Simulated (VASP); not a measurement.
# YHg (Pm-3m) in VASP: further runs

The runs below take YHg through electric field gradients, with LDA.

All numbers are computed with VASP 6.6.1; they aren't measurements. Logs are shortened: lines on timing, memory, paths and dates and some standing lists are left out, and cuts for length are marked.

### Step 1. The cell of the first run

It takes space group Pm-3m (No. 221, cubic). Conventional cell: a = 3.682 Å, b = 3.682 Å, c = 3.682 Å, α = 90.00°, β = 90.00°, γ = 90.00°. Y (site symmetry m-3m) has 8 Hg at 3.19 Å and 6 Y at 3.68 Å within 4.2 Å. Hg (site symmetry m-3m) has 8 Y at 3.19 Å and 6 Hg at 3.68 Å within 4.2 Å.

### Step 2. Electric field gradients, LDA

The input, INCAR:

```
SYSTEM = YHg
ALGO     = Normal         ! electronic algorithm
EDIFF    = 1E-8           ! SCF threshold, eV
ENCUT    = 520            ! plane-wave cutoff, eV
ISIF     = 2              ! what is computed and relaxed
ISMEAR   = -1             ! smearing method
LASPH    = .TRUE.         ! aspherical terms in the spheres
LCHARG   = .FALSE.        ! write CHGCAR
LEFG     = .TRUE.       
LREAL    = .FALSE.        ! projectors in reciprocal space
LWAVE    = .FALSE.        ! write WAVECAR
NBANDS   = 18             ! bands
NELM     = 80             ! most SCF steps
PREC     = Accurate       ! precision mode
SIGMA    = 0.08           ! smearing width, eV
```

The input, KPOINTS:

```
k-points
0
G
  11 11 11
  0 0 0
```

The input, POSCAR:

```
YHg
1.0
    3.6820000000      0.0000000000      0.0000000000
    0.0000000000      3.6820000000      0.0000000000
    0.0000000000      0.0000000000      3.6820000000
Y Hg
1 1
Direct
    0.5000000000      0.5000000000      0.5000000000
    0.0000000000      0.0000000000      0.0000000000
```

Potentials or basis: VASP PAW LDA potentials, release 64 (Y_sv, Hg).

Command:

```console
cat potpaw_LDA.64/Y_sv/POTCAR potpaw_LDA.64/Hg/POTCAR > POTCAR
mpirun -np 1 vasp_std > vasp.out
```

OUTCAR:

```text
SYSTEM = YHg
   EDIFF = 1E-8
   ENCUT = 520
   ISIF = 2
   ISMEAR = -1
   LASPH = .TRUE.
   LREAL = .FALSE.
   NELM = 80
   PREC = Accurate

 ion  position               nearest neighbor table
   1  0.500  0.500  0.500-   2 3.19   2 3.19   2 3.19   2 3.19   2 3.19   2 3.19   2 3.19   2 3.19

   2  0.000  0.000  0.000-   1 3.19   1 3.19   1 3.19   1 3.19   1 3.19   1 3.19   1 3.19   1 3.19

  LATTYP: Found a simple cubic cell.
 ALAT       =     3.6820000000

  Lattice vectors:

 A1 = (   3.6820000000,   0.0000000000,   0.0000000000)
 A2 = (   0.0000000000,   3.6820000000,   0.0000000000)
 A3 = (   0.0000000000,   0.0000000000,   3.6820000000)

Analysis of symmetry for initial positions (statically):
=====================================================================
 Subroutine PRICEL returns:
 Original cell was already a primitive cell.

 Routine SETGRP: Setting up the symmetry group for a
 simple cubic supercell.

 Subroutine GETGRP returns: Found 48 space group operations
 (whereof 48 operations were pure point group operations)
 out of a pool of 48 trial point group operations.

The static configuration has the point symmetry O_h .

Analysis of symmetry for dynamics (positions and initial velocities):
=====================================================================
 Subroutine PRICEL returns:
 Original cell was already a primitive cell.

 Routine SETGRP: Setting up the symmetry group for a
 simple cubic supercell.

 Subroutine GETGRP returns: Found 48 space group operations
 (whereof 48 operations were pure point group operations)
 out of a pool of 48 trial point group operations.

The dynamic configuration has the point symmetry O_h .

 Subroutine INISYM returns: Found 48 space group operations
 (whereof 48 operations are pure point group operations),
 and found     1 'primitive' translations

----------------------------------------------------------------------------------------

                                     Primitive cell

  volume of cell :      49.9173

  direct lattice vectors                    reciprocal lattice vectors
     3.682000000  0.000000000  0.000000000     0.271591526  0.000000000  0.000000000
     0.000000000  3.682000000  0.000000000     0.000000000  0.271591526  0.000000000
     0.000000000  0.000000000  3.682000000     0.000000000  0.000000000  0.271591526

  length of vectors
     3.682000000  3.682000000  3.682000000     0.271591526  0.271591526  0.271591526

  position of ions in fractional coordinates (direct lattice)
     0.500000000  0.500000000  0.500000000
     0.000000000  0.000000000  0.000000000

  ion indices of the primitive-cell ions
   primitive index   ion index
                 1           1
                 2           2

----------------------------------------------------------------------------------------

 KPOINTS: k-points

Automatic generation of k-mesh.
 Grid dimensions read from file:
 generate k-points for:   11   11   11

 Generating k-lattice:

  Cartesian coordinates                     Fractional coordinates (reciprocal lattice)
     0.024690139  0.000000000  0.000000000     0.090909091  0.000000000  0.000000000
     0.000000000  0.024690139  0.000000000     0.000000000  0.090909091  0.000000000
     0.000000000  0.000000000  0.024690139     0.000000000  0.000000000  0.090909091

  Length of vectors
     0.024690139  0.024690139  0.024690139

  Shift w.r.t. Gamma in fractional coordinates (k-lattice)
     0.000000000  0.000000000  0.000000000

 Subroutine IBZKPT returns following result:
 ===========================================

 Found     56 irreducible k-points:

 Following reciprocal coordinates:
            Coordinates               Weight
  0.000000  0.000000  0.000000      1.000000
  0.090909  0.000000  0.000000      6.000000
  0.181818  0.000000  0.000000      6.000000
  0.272727  0.000000  0.000000      6.000000
  0.363636  0.000000  0.000000      6.000000
  0.454545  0.000000  0.000000      6.000000
[... 16 lines left out ...]
  0.181818  0.090909  0.090909     24.000000
  0.272727  0.090909  0.090909     24.000000
 [... further k-points ...]
   k-points           NKPTS =     56   k-points in BZ     NKDIM =     56   number of bands    NBANDS=     18
   number of dos      NEDOS =    301   number of ions     NIONS =      2
   total plane-waves  NPLWV =  21952
   dimension x,y,z NGX =    28 NGY =   28 NGZ =   28
   dimension x,y,z NGXF=    56 NGYF=   56 NGZF=   56
   ions per type =               1   1
   NGX,Y,Z   is equivalent  to a cutoff of  12.64, 12.64, 12.64 a.u.
   NGXF,Y,Z  is equivalent  to a cutoff of  25.28, 25.28, 25.28 a.u.
 SYSTEM =  YHg
   PREC   = accura    normal or accurate (medium, high low for compatibility)
   ISTART =      0    job   : 0-new  1-cont  2-samecut
   ICHARG =      2    charge: 1-file 2-atom 10-const
   ISPIN  =      1    spin polarized calculation?
   LNONCOLLINEAR =      F non collinear calculations
   LSORBIT =      F    spin-orbit coupling
   LASPH  =      T    aspherical Exc in radial PAW
   ENCUT  =  520.0 eV  38.22 Ry    6.18 a.u.   6.85  6.85  6.85*2*pi/ulx,y,z
   NELM   =     80;   NELMIN=  2; NELMDL= -5     # of ELM steps
   EDIFF  = 0.1E-07   stopping-criterion for ELM
   LREAL  =      F    real-space projection
   EDIFFG = 0.1E-06   stopping-criterion for IOM
   NSW    =      0    number of steps for IOM
   IBRION =     -1    ionic relax: 0-MD 1-quasi-New 2-CG
   NFREE  =      0    steps in history (QN), initial steepest desc. (CG)
   ISIF   =      2    stress and relaxation
   ISYM   =      2    0-nonsym 1-usesym 2-fastsym
   POTIM  = 0.5000    time-step for ionic-motion
   TEBEG  =    0.0;   TEEND  =   0.0 temperature during run
   PSTRESS=    0.0 pullay stress
   NELECT =      23.0000    total number of electrons
   NUPDOWN=      -1.0000    fix difference up-down
   EMIN   =  10.00;   EMAX   =-10.00  energy-range for DOS
   EFERMI =   0.00;   METHOD = LEGACY
   ISMEAR =    -1;   SIGMA  =   0.08  broadening in eV -4-tet -1-fermi 0-gaus
   EFERMI_NEDOS =   21; number of points for ismear=-14 and -15
   IALGO  =     38    algorithm
   IMIX   =      4    mixing-type and parameters
     AMIX     =   0.40;   BMIX     =  1.00
     AMIX_MAG =   1.60;   BMIX_MAG =  1.00
  volume/ion in A,a.u.               =      24.96       168.43
  Fermi-wavevector in a.u.,A,eV,Ry     =   1.264446  2.389457 21.753321  1.598824
  Thomas-Fermi vector in A             =   2.397751
   LORBIT       =      0    0 simple, 1 ext, 2 COOP (PROOUT), +10 PAW based schemes
   GGA     = CA    functional components
   LHFCALC =     F    Hartree Fock is set to
   AEXX    =    0.0000 exact exchange contribution
   IVDW    =     0    specifies the selected vdW correction
   LEPSILON=     F    determine dielectric tensor
   LRPA    =     F    only Hartree local field effects (RPA)
 non-spin polarized calculation
  energy-cutoff  :      520.00
  volume of cell :       49.92
 maximum number of plane-waves:      1360
 NGX is ok and might be reduce to    28
   NGX = 13   NGY = 13   NGZ = 13

 number of electron      23.0000003 magnetization

 Free energy of the ion-electron system (eV)
  ---------------------------------------------------
  ext. energy  EPLUGINS =         0.00000000
  ---------------------------------------------------
  free energy    TOTEN  =        -9.20560629 eV

  energy without entropy =       -9.16018302  energy(sigma->0) =       -9.18289466

 E-fermi :   3.8421     XC(G=0): -10.8671

 val. band max:        3.8078500310   @ k =   0.1818   0.1818   0.0909
 cond. band min:       3.8534150852   @ k =   0.3636   0.2727   0.0000
 fundamental gap:      0.0455650542
 Fermi energy:         3.8420604658

 k-point     1 :       0.0000    0.0000    0.0000
  band No.  band energies     occupation
      1     -39.0688      2.00000
      2     -19.0731      2.00000
      3     -19.0731      2.00000
      4     -19.0731      2.00000
      5      -4.1550      2.00000
      6      -3.9359      2.00000
[... 10 lines left out ...]
     17       8.2965      0.00000
     18       8.2965      0.00000

 k-point     2 :       0.0909    0.0000    0.0000
  band No.  band energies     occupation
      1     -39.0674      2.00000
      2     -19.0950      2.00000
      3     -19.0717      2.00000
      4     -19.0717      2.00000
      5      -4.0408      2.00000
      6      -3.9239      2.00000
[... 10 lines left out ...]
     17       9.0815      0.00000
     18       9.0815      0.00000

 k-point     3 :       0.1818    0.0000    0.0000
  band No.  band energies     occupation
      1     -39.0638      2.00000
      2     -19.1531      2.00000
      3     -19.0679      2.00000
      4     -19.0679      2.00000
      5      -3.8911      2.00000
      6      -3.8512      2.00000
[... 10 lines left out ...]
     17      10.2095      0.00000
     18      10.2095      0.00000

 k-point     4 :       0.2727    0.0000    0.0000
  band No.  band energies     occupation
      1     -39.0591      2.00000
      2     -19.2280      2.00000
      3     -19.0629      2.00000
      4     -19.0629      2.00000
      5      -3.8475      2.00000
      6      -3.7227      2.00000
[... 375 lines left out ...]
      4     -19.0895      2.00000
      5      -3.8557      2.00000
      6      -3.8557      2.00000
[... 10 lines left out ...]
     17       9.0491      0.00000
     18       9.0491      0.00000

 k-point    23 :       0.1818    0.0909    0.0909
  band No.  band energies     occupation
      1     -39.0612      2.00000
      2     -19.1492      2.00000
      3     -19.0884      2.00000
      4     -19.0856      2.00000
      5      -3.8276      2.00000
      6      -3.7692      2.00000
[... 10 lines left out ...]
     17       9.6179      0.00000
     18      10.1594      0.00000

 k-point    24 :       0.2727    0.0909    0.0909
  band No.  band energies     occupation
      1     -39.0565      2.00000
      2     -19.2226      2.00000
      3     -19.0821      2.00000
      4     -19.0805      2.00000
      5      -3.7902      2.00000
      6      -3.6650      2.00000
[... 10 lines left out ...]
     17      10.3710      0.00000
     18      11.3081      0.00000

 [... further k-points ...]

------------------------ aborting loop because EDIFF is reached ----------------------------------------

  FORCE on cell =-STRESS in cart. coord.  units (eV):
  Direction    XX          YY          ZZ          XY          YZ          ZX
  --------------------------------------------------------------------------------------
  -------------------------------------------------------------------------------------
  Total       -1.0204532     -1.0204532     -1.0204532      0.0000000     -0.0000000     -0.0000000
  in kB      -32.7530921    -32.7530921    -32.7530921      0.0000000     -0.0000000     -0.0000000
  external PRESSURE =     -32.7530921 kB  Pullay stress =       0.0000000 kB

 VOLUME and BASIS-vectors are now :
 -----------------------------------------------------------------------------
  energy-cutoff  :      520.00
  volume of cell :       49.92
      direct lattice vectors                 reciprocal lattice vectors
     3.682000000  0.000000000  0.000000000     0.271591526  0.000000000  0.000000000
     0.000000000  3.682000000  0.000000000     0.000000000  0.271591526  0.000000000
     0.000000000  0.000000000  3.682000000     0.000000000  0.000000000  0.271591526

 POSITION                                       TOTAL-FORCE (eV/Angst)
 -----------------------------------------------------------------------------------
      1.84100      1.84100      1.84100         0.000000      0.000000      0.000000
      0.00000      0.00000      0.00000         0.000000      0.000000      0.000000
 -----------------------------------------------------------------------------------
    total drift:                               -0.000000      0.000000      0.000000

  FREE ENERGIE OF THE ION-ELECTRON SYSTEM (eV)
  ---------------------------------------------------
  free  energy   TOTEN  =        -9.2056062925 eV

  energy  without entropy=       -9.1601830194  energy(sigma->0) =       -9.18289466

 Electric field gradients (V/A^2)
---------------------------------------------------------------------
 ion       V_xx      V_yy      V_zz      V_xy      V_xz      V_yz
---------------------------------------------------------------------
   1      -0.000    -0.000     0.000    -0.000     0.000     0.000
   2       0.000     0.000    -0.000    -0.000    -0.000    -0.000
---------------------------------------------------------------------

 Electric field gradients after diagonalization (V/A^2)
 (convention: |V_zz| > |V_xx| > |V_yy|)
----------------------------------------------------------------------
 ion       V_xx      V_yy      V_zz     asymmetry (V_yy - V_xx)/ V_zz
----------------------------------------------------------------------
   1      -0.000    -0.000     0.000       0.023
   2       0.000     0.000    -0.000       0.187
----------------------------------------------------------------------

           NMR quadrupolar parameters

 Cq : quadrupolar parameter    Cq=e*Q*V_zz/h
 eta: asymmetry parameters     (V_yy - V_xx)/ V_zz
 Q  : nuclear electric quadrupole moment in mb (millibarn)
----------------------------------------------------------------------
 ion       Cq(MHz)       eta       Q (mb)
----------------------------------------------------------------------
   1       0.000       0.023       1.000
   2      -0.000       0.187       1.000
----------------------------------------------------------------------
```

It took 16 s on 1 thread of Intel Xeon 6975P-C (Granite Rapids), shared host; peak memory 0.19 GiB.

Results:

| Item | Value |
| --- | --- |
| Free energy | -9.2056 eV |
| Pressure | -3.3 GPa |

Levels at points of the mesh, in eV from the Fermi level:
| k point | band 9 | band 10 | band 11 | band 12 | band 13 | band 14 |
| --- | --- | --- | --- | --- | --- | --- |
| (0.00, 0.00, 0.00) | -7.20 | -7.20 | 0.25 | 0.25 | 3.79 | 3.79 |

Caveat: without QUAD_EFG the Cq values of the log hold for a quadrupole moment of 1 mb, not for the nuclei; spin-orbit coupling is left out, which moves the levels of the heavy elements.

[end of part 1 of 2]
